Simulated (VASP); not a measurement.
Wanted: the native input for a VASP 6.6.1 run.

```
Task                   : single point
Functional             : PBE
Dispersion             : D3(BJ)
Potentials or basis    : VASP PAW PBE potentials, release 64 (Cl)
Cutoff                 : 520 eV
k mesh                 : 8 × 8 × 4
Occupations            : gaussian, width 0.02 eV
Spin                   : no spin polarisation
Dipole correction      : no
Further INCAR settings : ALGO = Normal; EDIFF = 1e-06; NBANDS = 22
```

The structure of Cl lies in POSCAR:

```
Cl
1.0
    3.1329312091     -1.9785144722      0.0000000000
    3.1329312091      1.9785144722      0.0000000000
    0.0000000000      0.0000000000      7.9630446975
Cl
4
Direct
    0.8703892428      0.1296107572      0.1103967047
    0.6296107572      0.3703892428      0.6103967047
    0.1296107572      0.8703892428      0.8896032953
    0.3703892428      0.6296107572      0.3896032953
```

This cell differs from its parent crystal: volume scaled by 0.91, then relaxed in part.

One way to write it, as run:

INCAR

```
SYSTEM = Cl
PREC = Accurate
ENCUT = 520
EDIFF = 1E-6
ISMEAR = 0
SIGMA = 0.02
LREAL = .FALSE.
LASPH = .TRUE.
NELM = 100
ALGO = Normal
ISIF = 2
LWAVE = .FALSE.
LCHARG = .FALSE.
GGA = PE
IVDW = 12
NBANDS = 22
```

KPOINTS

```
regular mesh
0
G
  8 8 4
  0 0 0
```

Potentials or basis: VASP PAW PBE potentials, release 64 (Cl).

Run with:

```console
$ cat potpaw_PBE.64/Cl/POTCAR > POTCAR
$ mpirun -np 1 vasp_std > vasp.out
```

It gave:

| Item | Value |
| --- | --- |
| Pressure | 0.6 GPa |
| Largest force | 0.166 eV/Å |
| Band gap on the k mesh | 2.20 eV, direct |
| Dispersion energy per atom | -0.183 eV |

Run time: 2.1 min on 1 thread of Intel(R) Xeon(R) Platinum 8375C CPU @ 2.90GHz (Ice Lake) (shared host), peak memory 0.25 GiB.
